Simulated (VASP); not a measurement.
# Pt3Cl (P6_3/mmc) in VASP: further runs

The runs below take Pt3Cl through relaxation of cell and atoms, single point, with PBE.

All numbers are computed with VASP 6.6.1; they aren't measurements. Logs are shortened: lines on timing, memory, paths and dates and some standing lists are left out, and cuts for length are marked.

**1. The cell of the first run**

It takes space group P6_3/mmc (No. 194, hexagonal). Conventional cell: a = 5.932 Å, b = 5.932 Å, c = 4.761 Å, α = 90.00°, β = 90.00°, γ = 120.00°. Within 3.9 Å of Pt (site symmetry mm2) lie 4 Cl at 2.93 to 2.97 Å and 8 Pt at 2.93 to 2.97 Å. Within 3.9 Å of Cl (site symmetry -6m2) lie 12 Pt at 2.93 to 2.97 Å.

**2. Relaxation of cell and atoms, PBE**

Contents of INCAR:

```
SYSTEM = Pt3Cl
ALGO = Normal ; EDIFF = 1E-7
EDIFFG = -0.04 ; ENCUT = 600
GGA = PE ; IBRION = 2
ISIF = 3 ; ISMEAR = 0
LASPH = .TRUE. ; LCHARG = .FALSE.
LREAL = .FALSE. ; LWAVE = .FALSE.
NELM = 100 ; NSW = 90
PREC = Accurate ; SIGMA = 0.1
```

Contents of KPOINTS:

```
k-points
0
G
  3 3 4
  0 0 0
```

Contents of POSCAR:

```
Pt3Cl
1.0
    5.9320801776      0.0000000000      0.0000000000
   -2.9660400888      5.1373321311      0.0000000000
    0.0000000000      0.0000000000      4.7614096169
Pt Cl
6 2
Direct
    0.8330000000      0.6660000000      0.2500000000
    0.1670000000      0.8330000000      0.7500000000
    0.3340000000      0.1670000000      0.2500000000
    0.1670000000      0.3340000000      0.7500000000
    0.8330000000      0.1670000000      0.2500000000
    0.6660000000      0.8330000000      0.7500000000
    0.3333333333      0.6666666667      0.2500000000
    0.6666666667      0.3333333333      0.7500000000
```

Potentials or basis: VASP PAW PBE potentials, release 64 (Pt, Cl).

Launch:

```
$ cat potpaw_PBE.64/Pt/POTCAR potpaw_PBE.64/Cl/POTCAR > POTCAR
$ mpirun -np 1 vasp_std > vasp.out
```

OUTCAR:

```text
SYSTEM = Pt3Cl
   EDIFF = 1E-7
   EDIFFG = -0.04
   ENCUT = 600
   GGA = PE
   IBRION = 2
   ISIF = 3
   ISMEAR = 0
   LASPH = .TRUE.
   LREAL = .FALSE.
   NELM = 100
   NSW = 90
   PREC = Accurate

 ion  position               nearest neighbor table
   1  0.833  0.666  0.250-   8 2.93   8 2.93   2 2.93   2 2.93   6 2.93   6 2.93   5 2.96   3 2.96
                             7 2.97   7 2.97   5 2.97   3 2.97
   2  0.167  0.833  0.750-   7 2.93   7 2.93   1 2.93   1 2.93   3 2.93   3 2.93   6 2.96   4 2.96
                             8 2.97   8 2.97   6 2.97   4 2.97
   3  0.334  0.167  0.250-   8 2.93   8 2.93   4 2.93   4 2.93   2 2.93   2 2.93   5 2.96   1 2.96
                             7 2.97   7 2.97   5 2.97   1 2.97
   4  0.167  0.334  0.750-   7 2.93   7 2.93   3 2.93   3 2.93   5 2.93   5 2.93   2 2.96   6 2.96
                             8 2.97   8 2.97   2 2.97   6 2.97
   5  0.833  0.167  0.250-   8 2.93   8 2.93   4 2.93   4 2.93   6 2.93   6 2.93   3 2.96   1 2.96
                             7 2.97   7 2.97   3 2.97   1 2.97
   6  0.666  0.833  0.750-   7 2.93   7 2.93   1 2.93   1 2.93   5 2.93   5 2.93   2 2.96   4 2.96
                             8 2.97   8 2.97   2 2.97   4 2.97
   7  0.333  0.667  0.250-   2 2.93   2 2.93   6 2.93   6 2.93   4 2.93   4 2.93   1 2.97   3 2.97
                             5 2.97   5 2.97   1 2.97   3 2.97
   8  0.667  0.333  0.750-   5 2.93   5 2.93   3 2.93   3 2.93   1 2.93   1 2.93   4 2.97   6 2.97
                             2 2.97   2 2.97   4 2.97   6 2.97

  LATTYP: Found a hexagonal cell.
 ALAT       =     5.9320801776
 C/A-ratio  =     0.8026542923

  Lattice vectors:

 A1 = (   5.9320801776,   0.0000000000,   0.0000000000)
 A2 = (  -2.9660400888,   5.1373321311,   0.0000000000)
 A3 = (   0.0000000000,   0.0000000000,   4.7614096169)

Analysis of symmetry for initial positions (statically):
=====================================================================
 Subroutine PRICEL returns:
 Original cell was already a primitive cell.

 Routine SETGRP: Setting up the symmetry group for a
 hexagonal supercell.

 Subroutine GETGRP returns: Found 24 space group operations
 (whereof 12 operations were pure point group operations)
 out of a pool of 24 trial point group operations.

The static configuration has the point symmetry D_3d.
 The point group associated with its full space group is D_6h.

Analysis of symmetry for dynamics (positions and initial velocities):
=====================================================================
 Subroutine PRICEL returns:
 Original cell was already a primitive cell.

 Routine SETGRP: Setting up the symmetry group for a
 hexagonal supercell.

 Subroutine GETGRP returns: Found 24 space group operations
 (whereof 12 operations were pure point group operations)
 out of a pool of 24 trial point group operations.

The dynamic configuration has the point symmetry D_3d.
 The point group associated with its full space group is D_6h.

 Subroutine INISYM returns: Found 24 space group operations
 (whereof 12 operations are pure point group operations),
 and found     1 'primitive' translations

----------------------------------------------------------------------------------------

                                     Primitive cell

  volume of cell :     145.1043

  direct lattice vectors                    reciprocal lattice vectors
     5.932080178  0.000000000  0.000000000     0.168574930  0.097326781  0.000000000
    -2.966040089  5.137332131  0.000000000     0.000000000  0.194653562  0.000000000
     0.000000000  0.000000000  4.761409617     0.000000000  0.000000000  0.210021838

  length of vectors
     5.932080178  5.932080178  4.761409617     0.194653562  0.194653562  0.210021838

  position of ions in fractional coordinates (direct lattice)
     0.833000000  0.666000000  0.250000000
     0.167000000  0.833000000  0.750000000
     0.334000000  0.167000000  0.250000000
     0.167000000  0.334000000  0.750000000
     0.833000000  0.167000000  0.250000000
     0.666000000  0.833000000  0.750000000
     0.333333333  0.666666667  0.250000000
     0.666666667  0.333333333  0.750000000

  ion indices of the primitive-cell ions
   primitive index   ion index
[... 22 lines left out ...]
     0.000000000  0.000000000  0.052505460     0.000000000  0.000000000  0.250000000

  Length of vectors
     0.064884521  0.064884521  0.052505460

  Shift w.r.t. Gamma in fractional coordinates (k-lattice)
     0.000000000  0.000000000  0.000000000

 Subroutine IBZKPT returns following result:
 ===========================================

 Found      9 irreducible k-points:

 Following reciprocal coordinates:
            Coordinates               Weight
  0.000000  0.000000  0.000000      1.000000
  0.333333  0.000000  0.000000      6.000000
  0.333333  0.333333  0.000000      2.000000
  0.000000  0.000000  0.250000      2.000000
  0.333333  0.000000  0.250000     12.000000
  0.333333  0.333333  0.250000      4.000000
  0.000000  0.000000  0.500000      1.000000
  0.333333  0.000000  0.500000      6.000000
  0.333333  0.333333  0.500000      2.000000
   k-points           NKPTS =      9   k-points in BZ     NKDIM =      9   number of bands    NBANDS=     44
   number of dos      NEDOS =    301   number of ions     NIONS =      8
   total plane-waves  NPLWV =  92160
   dimension x,y,z NGX =    48 NGY =   48 NGZ =   40
   dimension x,y,z NGXF=    96 NGYF=   96 NGZF=   80
   ions per type =               6   2
   NGX,Y,Z   is equivalent  to a cutoff of  13.45, 13.45, 13.97 a.u.
   NGXF,Y,Z  is equivalent  to a cutoff of  26.90, 26.90, 27.93 a.u.
 SYSTEM =  Pt3Cl
   PREC   = accura    normal or accurate (medium, high low for compatibility)
   ISTART =      0    job   : 0-new  1-cont  2-samecut
   ICHARG =      2    charge: 1-file 2-atom 10-const
   ISPIN  =      1    spin polarized calculation?
   LNONCOLLINEAR =      F non collinear calculations
   LSORBIT =      F    spin-orbit coupling
   LASPH  =      T    aspherical Exc in radial PAW
   ENCUT  =  600.0 eV  44.10 Ry    6.64 a.u.  11.85 11.85  9.51*2*pi/ulx,y,z
   NELM   =    100;   NELMIN=  2; NELMDL= -5     # of ELM steps
   EDIFF  = 0.1E-06   stopping-criterion for ELM
   LREAL  =      F    real-space projection
   EDIFFG = -.4E-01   stopping-criterion for IOM
   NSW    =     90    number of steps for IOM
   IBRION =      2    ionic relax: 0-MD 1-quasi-New 2-CG
   NFREE  =      1    steps in history (QN), initial steepest desc. (CG)
   ISIF   =      3    stress and relaxation
   ISYM   =      2    0-nonsym 1-usesym 2-fastsym
   POTIM  = 0.5000    time-step for ionic-motion
   TEBEG  =    0.0;   TEEND  =   0.0 temperature during run
   PSTRESS=    0.0 pullay stress
   NELECT =      74.0000    total number of electrons
   NUPDOWN=      -1.0000    fix difference up-down
   EMIN   =  10.00;   EMAX   =-10.00  energy-range for DOS
   EFERMI =   0.00;   METHOD = LEGACY
   ISMEAR =     0;   SIGMA  =   0.10  broadening in eV -4-tet -1-fermi 0-gaus
   EFERMI_NEDOS =   21; number of points for ismear=-14 and -15
   IALGO  =     38    algorithm
   IMIX   =      4    mixing-type and parameters
     AMIX     =   0.40;   BMIX     =  1.00
     AMIX_MAG =   1.60;   BMIX_MAG =  1.00
  volume/ion in A,a.u.               =      18.14       122.40
  Fermi-wavevector in a.u.,A,eV,Ry     =   1.307953  2.471672 23.276031  1.710740
  Thomas-Fermi vector in A             =   2.438652
   LORBIT       =      0    0 simple, 1 ext, 2 COOP (PROOUT), +10 PAW based schemes
   GGA     = PE    functional components
   LHFCALC =     F    Hartree Fock is set to
   AEXX    =    0.0000 exact exchange contribution
   IVDW    =     0    specifies the selected vdW correction
   LEPSILON=     F    determine dielectric tensor
   LRPA    =     F    only Hartree local field effects (RPA)
 conjugate gradient relaxation of ions
 non-spin polarized calculation
 Gauss-broadening in eV      SIGMA  =   0.10
  energy-cutoff  :      600.00
  volume of cell :      145.10
 maximum number of plane-waves:      4868
 NGX is ok and might be reduce to    48
   NGX = 23   NGY = 23   NGZ = 19

--------------------------------------- Ionic step        1  -------------------------------------------

 number of electron      74.0000011 magnetization

 Free energy of the ion-electron system (eV)
  ---------------------------------------------------
  ext. energy  EPLUGINS =         0.00000000
  ---------------------------------------------------
  free energy    TOTEN  =       -33.64998197 eV

  energy without entropy =      -33.59185160  energy(sigma->0) =      -33.62091679

------------------------ aborting loop because EDIFF is reached ----------------------------------------

  FORCE on cell =-STRESS in cart. coord.  units (eV):
  Direction    XX          YY          ZZ          XY          YZ          ZX
  --------------------------------------------------------------------------------------
  -------------------------------------------------------------------------------------
  Total       -9.2165846     -9.2165846    -13.0066909      0.0000000      0.0000000      0.0000000
  in kB     -101.7654593   -101.7654593   -143.6141392      0.0000000      0.0000000      0.0000000
  external PRESSURE =    -115.7150193 kB  Pullay stress =       0.0000000 kB
[... 29 lines left out ...]
--------------------------------------- Ionic step        2  -------------------------------------------

 number of electron      74.0000001 magnetization

 E-fermi :  10.6042     XC(G=0): -13.0116

 val. band max:       10.5306297732   @ k =   0.3333   0.0000   0.2500
 cond. band min:      10.6373406210   @ k =   0.3333   0.0000   0.5000
 fundamental gap:      0.1067108478
 Fermi energy:        10.6042144677

 k-point     1 :       0.0000    0.0000    0.0000
  band No.  band energies     occupation
      1      -7.0213      2.00000
      2      -6.5195      2.00000
      3       2.9957      2.00000
      4       3.3018      2.00000
      5       3.5632      2.00000
      6       3.5632      2.00000
[... 489 lines left out ...]
  FREE ENERGIE OF THE ION-ELECTRON SYSTEM (eV)
  ---------------------------------------------------
  free  energy   TOTEN  =       -34.2797437849 eV

  energy  without entropy=      -34.2351853526  energy(sigma->0) =      -34.25746457

[... ionic steps 4 to 21 ...]

--------------------------------------- Ionic step       22  -------------------------------------------

 number of electron      73.9999990 magnetization

------------------------ aborting loop because EDIFF is reached ----------------------------------------
[... 79 lines left out ...]
--------------------------------------- Ionic step       24  -------------------------------------------

 number of electron      73.9999987 magnetization

 Free energy of the ion-electron system (eV)
  ---------------------------------------------------
  ext. energy  EPLUGINS =         0.00000000
  ---------------------------------------------------
  free energy    TOTEN  =       -35.25839187 eV

  energy without entropy =      -35.22661139  energy(sigma->0) =      -35.24250163

 E-fermi :   8.0928     XC(G=0): -11.9368

 val. band max:        7.9996239061   @ k =   0.3333   0.0000   0.2500
 cond. band min:       8.0955523009   @ k =   0.3333   0.0000   0.0000
 fundamental gap:      0.0959283947
 Fermi energy:         8.0927755918

 k-point     1 :       0.0000    0.0000    0.0000
  band No.  band energies     occupation
      1      -9.3576      2.00000
      2      -9.1654      2.00000
      3       1.0416      2.00000
      4       1.0416      2.00000
      5       1.2039      2.00000
      6       1.2039      2.00000
[... 447 lines left out ...]
  FREE ENERGIE OF THE ION-ELECTRON SYSTEM (eV)
  ---------------------------------------------------
  free  energy   TOTEN  =       -35.2583918695 eV

  energy  without entropy=      -35.2266113908  energy(sigma->0) =      -35.24250163

 reached required accuracy - stopping structural energy minimisation
```

Wall time 25 min (1 thread of Oxide Virtual Turin-like, shared host); peak memory 0.3 GiB.

What came out:

```
Free energy                           : -35.2584 eV
Relaxed volume                        : 17.65 Å³/atom
Relaxed cell                          : a = 6.767 Å, b = 6.767 Å, c = 3.561 Å, α = 90.00°, β = 90.00°, γ = 120.00°
Space group after relaxing (to 0.1 Å) : P6_3/mmc (No. 194)
Energy gained by relaxing             : 201.1 meV/atom
Ionic steps                           : 24
Pressure after relaxing               : -0.2 GPa
Largest force after relaxing          : 0.033 eV/Å
Band gap on the k mesh                : zero (bands 37 and 38 overlap by 0.87 eV)
```

Forces in eV/Å, atoms in the order of the input:
```
Pt   0.000 -0.033  0.000
Pt   0.029 -0.017  0.000
Pt   0.029  0.017  0.000
Pt   0.000  0.033  0.000
Pt  -0.029  0.017  0.000
Pt  -0.029 -0.017  0.000
Cl   0.000  0.000  0.000
Cl   0.000  0.000  0.000
```

Stress tensor (GPa, compression positive):
```
-0.34  0.00  0.00
 0.00 -0.34  0.00
 0.00  0.00  0.09
```

Step by step:
```csv
step,energy change (eV),largest force (eV/Å),pressure (GPa),volume (Å³)
1,0.0000,0.6666,-11.57,145.10
2,0.0377,0.4022,20.29,119.27
3,-0.6298,0.3304,0.50,131.14
4,-0.6300,0.3194,0.84,130.87
5,-0.7094,0.0921,1.07,131.15
6,-0.7585,0.1831,2.13,131.45
7,-0.7720,0.0365,-2.94,136.46
8,-0.7845,0.0480,-0.95,134.34
9,-0.8126,0.0471,-0.77,134.56
10,-0.9084,0.1849,0.56,134.95
11,-1.3643,0.5765,5.09,134.38
12,0.2973,0.6027,28.54,127.29
13,-1.1595,0.6080,13.32,132.03
14,-1.4053,0.5969,8.62,133.38
15,-1.4073,0.5914,8.69,133.44
16,-1.4125,0.5749,8.56,133.59
17,-1.4195,0.5412,8.50,133.88
18,-1.4200,0.4720,8.43,134.45
19,-1.4298,0.4594,8.26,134.62
20,-1.4575,0.4223,7.45,135.12
21,-1.5055,0.3502,6.03,136.13
22,-1.5732,0.2151,3.51,138.16
23,-1.6037,0.0227,-1.30,142.28
24,-1.6084,0.0335,-0.19,141.23
```

Final structure:
```
Pt Cl
1.0
     6.76731    0.00000    0.00000
    -3.38366    5.86066    0.00000
     0.00000    0.00000    3.56084
Pt Cl
6 2
Cartesian
  3.3837 3.8954 0.8902
  -1.6817 4.8780 2.6706
  1.7020 0.9826 0.8902
  0.0000 1.9653 2.6706
  5.0653 0.9826 0.8902
  1.6817 4.8780 2.6706
  0.0000 3.9071 0.8902
  3.3837 1.9536 2.6706
```

Levels at points of the mesh, in eV from the Fermi level:
```tsv
k point	band 32	band 33	band 34	band 35	band 36	band 37	band 38	band 39	band 40	band 41
(0.00, 0.00, 0.00)	-1.03	-0.92	-0.92	-0.50	-0.50	-0.45	0.59	0.59	1.08	1.08
(0.00, 0.00, 0.50)	-1.09	-0.63	-0.63	-0.60	-0.60	-0.60	-0.60	1.11	1.11	3.32
```

Caveat: the k points lie up to 0.44 Å⁻¹ apart in the final cell, too coarse for converged energies and pressures of a metal; a cell axis changed by over 15 % at a fixed basis, so the end point is rough; spin-orbit coupling is left out, which moves the levels of the heavy elements.

(Continued in part 2 of 2.)

The gap in the log of VASP goes by the Fermi energy; the results here count the filled bands.